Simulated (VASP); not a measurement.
Write the native input for VASP 6.6.1 that does the following.

```yaml
Task: single point
Functional: LDA
Potentials_or_basis: VASP PAW LDA potentials, release 64 (Mg_sv)
Cutoff: 840 eV
k_mesh: 11 × 11 × 11
Occupations: fermi-dirac, width 0.05 eV
Spin: no spin polarisation
Dipole_correction: no
Further_INCAR_settings: ALGO = Normal; EDIFF = 1e-06; NBANDS = 11
```

The structure of Mg lies in POSCAR:

```
Mg
1.0
   -1.8359916300      1.8359916300      1.6794040200
    1.8359916300     -1.8359916300      1.6794040200
    1.8359916300      1.8359916300     -1.6794040200
Mg
1
Direct
    0.0000000000      0.0000000000      0.0000000000
```

These files were run (other wordings do the same):

INCAR

```
SYSTEM = Mg
PREC = Accurate
ENCUT = 840
EDIFF = 1E-6
ISMEAR = -1
SIGMA = 0.05
LREAL = .FALSE.
LASPH = .TRUE.
NELM = 120
ALGO = Normal
ISIF = 2
LWAVE = .FALSE.
LCHARG = .FALSE.
NBANDS = 11
GGA_COMPAT = .FALSE.
```

KPOINTS

```
regular mesh
0
G
  11 11 11
  0 0 0
```

Potentials or basis: VASP PAW LDA potentials, release 64 (Mg_sv).

The run is started by

```sh
$ cat potpaw_LDA.64/Mg_sv/POTCAR > POTCAR
$ mpirun -np 1 vasp_std > vasp.out
```

Results of the run:

```json
{"Pressure": "-2.2 GPa", "Band gap on the k mesh": "zero (bands 5 and 6 overlap by 4.38 eV)"}
```

Wall time 34 s on 1 thread of Intel(R) Xeon(R) Platinum 8259CL CPU @ 2.50GHz (Skylake/Cascade Lake), on a shared host, peak memory 0.18 GiB.
